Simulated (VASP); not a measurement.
C, 2 atoms in the cell. Symmetry: C2/m, No. 12, monoclinic system. The conventional cell has a = 4.226 Å, b = 2.440 Å, c = 3.739 Å, α = 90.00°, β = 111.49°, γ = 90.00°. Within 1.9 Å of C (site symmetry m) lie 3 C at 1.41 Å. 

```yaml
Program: VASP 6.6.1
Task: single point
Functional: HSE06
Potentials_or_basis: VASP PAW PBE potentials, release 64 (C)
Cutoff: 520 eV
k_mesh: 8 × 8 × 4
Occupations: fermi-dirac, width 0.05 eV
Spin: no spin polarisation
Dipole_correction: no
Grid_for_exact_exchange_PRECFOCK: Normal
Further_INCAR_settings: ALGO = Normal; EDIFF = 1e-06; NBANDS = 11
Share_of_exact_exchange: 0.25
Screening_parameter: 0.2079 1/Å
```

Potentials or basis: VASP PAW PBE potentials, release 64 (C).

Launch:

```sh
$ cat potpaw_PBE.64/C/POTCAR > POTCAR
$ cp INCAR.step1 INCAR
$ mpirun -np 1 vasp_std > vasp.out
$ cp INCAR.step2 INCAR
$ mpirun -np 1 vasp_std > vasp.out
```

Hardware: 1 thread of Intel(R) Xeon(R) Platinum 8259CL CPU @ 2.50GHz (Skylake/Cascade Lake), on a shared host.

How long does it take, and how much memory?

Wall time 19 min on 1 thread of Intel(R) Xeon(R) Platinum 8259CL CPU @ 2.50GHz (Skylake/Cascade Lake), with other jobs on the host, peak memory 0.23 GiB. Counts: k points 78.
